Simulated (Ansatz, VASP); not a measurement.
**HfO2: VASP beside Ansatz**

```
CELL_PARAMETERS angstrom
0.00000 -2.54892 -2.54892
0.00000 2.54892 -2.54892
5.09784 0.00000 0.00000
ATOMIC_POSITIONS crystal
Hf 0.51542 0.48458 0.50000
Hf 0.98458 0.01542 0.00000
O 0.00011 0.50011 0.66349
O 0.49989 0.99989 0.33651
O 0.00011 0.50011 0.16349
O 0.49989 0.99989 0.83651
```

Change from the starting cell: mode 1 frozen in at -0.441 Å and mode 5 at -0.079 Å (largest displacements).

Alike in both runs: task single point; functional PBE; k mesh 6 × 6 × 6; occupations gaussian, width 0.05 eV; no spin polarisation.

|  | VASP | Ansatz |
| --- | --- | --- |
| version | VASP 6.6.1 | Ansatz 0.2.0 |
| potentials or method | VASP PAW PBE potentials, release 64 (Hf_pv, O), cutoff 520 eV | scalar-relativistic, plane waves, PAW |
| valence electrons in the cell | 44 | 76 |

Ansatz gave:

```
gap on the k mesh at the Fermi level (eV)                     : 4.39
least direct gap on the mesh (eV)                             : 4.58
pressure (GPa)                                                : 19.0
traceless stress, the component that is largest in VASP (GPa) : -7.65
rms of the force components (eV/Å)                            : 0.981
```

Q: Estimate VASP's values.

A: gap on the k mesh at the Fermi level (eV): 4.35; least direct gap on the mesh (eV): 4.53; pressure (GPa): 15.9; traceless stress, the component that is largest in VASP (GPa): -7.69; rms of the force components (eV/Å): 0.965.

Atom by atom the forces differ by 0.026 eV/Å (rms over components). With one functional, cell and mesh, what is left measures potentials, basis and numerics. VASP's potentials hold 44 valence electrons a cell and Ansatz's 76, so a difference there can come from the potentials and not from the codes.

Spin-orbit coupling is off throughout.
